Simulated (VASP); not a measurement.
**BeTe: single point with LDA**

Crystal: BeTe.

```
Be Te
1.0
     0.00000    2.65920    2.77000
     2.65920    0.00000    2.77000
     2.65920    2.65920    0.00000
Be Te
1 1
Direct
  0.00000 0.00000 0.00000
  0.75000 0.75000 0.75000
```

This cell differs from its parent crystal: strain -0.040 along x and y, +0.000 along z.

```yaml
Program: VASP 6.6.1
Task: single point
Functional: LDA
Potentials_or_basis: VASP PAW LDA potentials, release 64 (Be, Te)
Cutoff: 520 eV
k_mesh: 8 × 8 × 8
Occupations: gaussian, width 0.05 eV
Spin: no spin polarisation
```

```yaml
Pressure: 7.2 GPa
Band_gap_on_the_k_mesh: 1.34 eV, indirect (least direct gap 3.35 eV)
```

Stress tensor (GPa, compression positive):
```
8.18 0.00 0.00
0.00 8.18 0.00
0.00 0.00 5.22
```

Levels at points of the mesh, in eV from the valence-band top:
```csv
k point,band 2,band 3,band 4,band 5,band 6,band 7
"(0.00, 0.00, 0.00)",-0.27,0.00,0.00,3.35,3.35,3.44
"(0.50, 0.00, 0.00)",-6.51,-1.66,-1.25,3.23,4.36,4.55
"(0.50, 0.50, 0.00)",-6.08,-3.04,-3.04,1.67,2.60,10.31
"(0.50, 0.00, 0.50)",-5.83,-3.40,-3.32,1.34,2.25,10.12
```

Wall time 14 s on 1 thread of Intel(R) Xeon(R) Platinum 8488C (Sapphire Rapids), with other jobs on the host, peak memory 0.16 GiB.

Caveat: the cell differs from its parent crystal (strain -0.040 along x and y, +0.000 along z); spin-orbit coupling is left out, which moves the levels of the heavy elements. A k mesh can miss the band edges.
